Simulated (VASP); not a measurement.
Input of a VASP 6.6.1 run:

The input INCAR:

```
PREC = Accurate ; ENCUT = 600
EDIFF = 1E-6 ; ISMEAR = 0
SIGMA = 0.02 ; LREAL = False
LASPH = True ; NELM = 200
ALGO = Normal ; ISIF = 2
LWAVE = False ; LCHARG = False
LNONCOLLINEAR = True ; MAGMOM = 0 0 0 0 0 0
LORBIT = 11 ; LSORBIT = True
GGA_COMPAT = False ; LORBMOM = True
GGA = PE ; NBANDS = 20
```

Contents of KPOINTS:

```
regular mesh
0
Gamma
  8 8 8
```

File POSCAR:

```
MgS
1.0
    0.0000000000      2.5955252365      2.5955252365
    2.5955252365      0.0000000000      2.5955252365
    2.5955252365      2.5955252365      0.0000000000
Mg S
1 1
Direct
    0.0000000000      0.0000000000      0.0000000000
    0.5000000000      0.5000000000      0.5000000000
```

Potentials or basis: VASP PAW PBE potentials, release 64 (Mg, S).

Run with:

```sh
$ cat potpaw_PBE.64/Mg/POTCAR potpaw_PBE.64/S/POTCAR > POTCAR
$ mpirun -np 1 vasp_ncl > vasp.out
```

Predict the net moment.

0.00 μB per cell.

What does it give for the pressure?

1.4 GPa.

Moments on the atoms (μB; x, y, z):
```
Mg  0.00 0.00 0.00
S   0.00 0.00 0.00
```
